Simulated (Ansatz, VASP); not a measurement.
# Two plane-wave programs on AlW

```xyz
2
Lattice="1.4222 0.8211 4.5037 -1.4222 0.8211 4.5037 0.0000 -1.6422 4.5037" Properties=species:S:1:pos:R:3 pbc="T T T"
Al    0.0000    0.0000    0.0000
W     0.0000    0.0000    6.7556
```

Alike in both runs: functional PBE; k mesh 6 × 6 × 6; occupations gaussian, width 0.1 eV; no spin polarisation.

Ansatz relaxed the structure, and its values are those at the end. VASP's run is a single point on that final structure, the one shown.

|  | VASP | Ansatz |
| --- | --- | --- |
| version | VASP 6.6.1 | Ansatz 0.2.0 |
| potentials or method | VASP PAW PBE potentials, release 64 (Al, W_sv), cutoff 520 eV | scalar-relativistic, plane waves, PAW |
| valence electrons in the cell | 17 | 17 |

```csv
,VASP,Ansatz,Ansatz less VASP
gap on the k mesh at the Fermi level (eV),none,none,-
pressure (GPa),-0.1,-0.2,-0.10
```

A gap of «none» marks a metal or a gap that the smearing closes.

The k mesh is coarse, so the values compare programs but aren't converged. Spin-orbit coupling is off throughout.
